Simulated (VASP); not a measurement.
Here is a VASP 6.6.1 calculation.

The input INCAR:

```
SYSTEM = SnTe
ALGO = Normal ; EDIFF = 1E-6
ENCUT = 520 ; GGA = PE
ISIF = 2 ; ISMEAR = 0
LASPH = .True. ; LCHARG = .False.
LREAL = .False. ; LWAVE = .False.
NBANDS = 28 ; NELM = 60
PREC = Accurate ; SIGMA = 0.1
```

The input KPOINTS:

```
k-points
0
Gamma
  4 4 2
  0 0 0
```

Contents of POSCAR:

```
SnTe
1.0
    3.1703028317     -3.1699203352      0.0000000000
    3.1703028317      3.1699203352      0.0000000000
    0.0000000000      0.0000000000      6.9050447207
Sn Te
2 2
Direct
    0.7507195703      0.2492804297      0.9701614099
    0.2492804297      0.7507195703      0.4701614099
    0.2495427458      0.7504572542      0.9048385901
    0.7504572542      0.2495427458      0.4048385901
```

Potentials or basis: VASP PAW PBE potentials, release 64 (Sn_d, Te).

The run is started by

```sh
$ cat potpaw_PBE.64/Sn_d/POTCAR potpaw_PBE.64/Te/POTCAR > POTCAR
$ mpirun -np 1 vasp_std > vasp.out
```

Problem. What does it give for the pressure?

Solution. -0.1 GPa.

Problem. Estimate the band gap on the k mesh.

Solution. 0.97 eV.

Problem. What does it give for the largest force?

Solution. 0.007 eV/Å.

Forces in eV/Å, atoms in the order of the input:
```
Sn   0.000  0.003 -0.006
Sn   0.000 -0.003 -0.006
Te   0.000 -0.003  0.006
Te   0.000  0.003  0.006
```

Caveat: the k points lie up to 0.45 Å⁻¹ apart; spin-orbit coupling is left out, which moves the levels of the heavy elements. A k mesh can miss the band edges.
